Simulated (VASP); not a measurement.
## Al2O3: relaxation of cell and atoms with LDA

Crystal: Al2O3.

```
Al O
1.0
     2.40435    1.38815    4.37450
    -2.40435    1.38815    4.37450
     0.00000   -2.77631    4.37450
Al O
4 6
Direct
  0.35215 0.35215 0.35215
  0.14785 0.14785 0.14785
  0.64785 0.64785 0.64785
  0.85215 0.85215 0.85215
  0.55617 0.94383 0.25000
  0.25000 0.55617 0.94383
  0.94383 0.25000 0.55617
  0.44383 0.05617 0.75000
  0.75000 0.44383 0.05617
  0.05617 0.75000 0.44383
```

```
Program                : VASP 6.6.1
Task                   : relaxation of cell and atoms
Functional             : LDA
Potentials or basis    : VASP PAW LDA potentials, release 64 (Al, O)
Cutoff                 : 600 eV
k mesh                 : 6 × 6 × 6
Occupations            : fermi-dirac, width 0.02 eV
Spin                   : no spin polarisation
Dipole correction      : no
Further INCAR settings : ALGO = Normal; EDIFF = 1e-07; IBRION = 2; EDIFFG = -0.005; NSW = 80; ISIF = 3
```

```json
{
  "Relaxed volume": "8.34 Å³/atom",
  "Relaxed cell": "a = 5.093 Å, b = 5.093 Å, c = 5.093 Å, α = 55.37°, β = 55.37°, γ = 55.37°",
  "Space group after relaxing (to 0.1 Å)": "R-3c (No. 167)",
  "Energy gained by relaxing": "16.2 meV/atom",
  "Ionic steps": "8",
  "Pressure after relaxing": "0.0 GPa",
  "Band gap on the k mesh": "6.42 eV"
}
```

Step by step:
| step | energy change (eV) | largest force (eV/Å) | pressure (GPa) | volume (Å³) |
| --- | --- | --- | --- | --- |
| 1 | 0.0000 | 0.1008 | -11.66 | 87.60 |
| 2 | -0.0233 | 0.1328 | 12.64 | 79.77 |
| 3 | -0.1613 | 0.0350 | -0.09 | 83.40 |
| 4 | -0.1612 | 0.0351 | 0.16 | 83.32 |
| 5 | -0.1616 | 0.0074 | 0.18 | 83.30 |
| 6 | -0.1616 | 0.0034 | 0.18 | 83.31 |
| 7 | -0.1616 | 0.0019 | -0.13 | 83.40 |
| 8 | -0.1617 | 0.0010 | 0.00 | 83.36 |

Final structure:
```
CELL_PARAMETERS angstrom
2.36617 1.36611 4.29825
-2.36617 1.36611 4.29825
0.00000 -2.73222 4.29825
ATOMIC_POSITIONS crystal
Al 0.35199 0.35199 0.35199
Al 0.14801 0.14801 0.14801
Al 0.64801 0.64801 0.64801
Al 0.85199 0.85199 0.85199
O 0.55574 0.94426 0.25000
O 0.25000 0.55574 0.94426
O 0.94426 0.25000 0.55574
O 0.44426 0.05574 0.75000
O 0.75000 0.44426 0.05574
O 0.05574 0.75000 0.44426
```

Levels at points of the mesh, in eV from the valence-band top:
| k point | band 21 | band 22 | band 23 | band 24 | band 25 | band 26 | band 27 | band 28 |
| --- | --- | --- | --- | --- | --- | --- | --- | --- |
| (0.00, 0.00, 0.00) | -0.52 | -0.04 | -0.04 | 0.00 | 6.42 | 9.08 | 10.78 | 11.54 |
| (0.50, 0.00, 0.00) | -0.94 | -0.94 | -0.29 | -0.29 | 9.46 | 9.46 | 9.74 | 9.74 |
| (0.50, 0.50, 0.00) | -1.06 | -0.94 | -0.77 | -0.26 | 9.45 | 9.84 | 9.95 | 10.46 |
| (0.50, 0.50, 0.50) | -0.39 | -0.39 | -0.39 | -0.39 | 8.75 | 8.75 | 11.00 | 11.00 |

It took 4.3 min on 1 thread of Intel(R) Xeon(R) 6975P-C (Granite Rapids) (shared host), peak memory 0.25 GiB.

A k mesh can miss the band edges. Zero-point motion and thermal expansion aren't in these numbers.
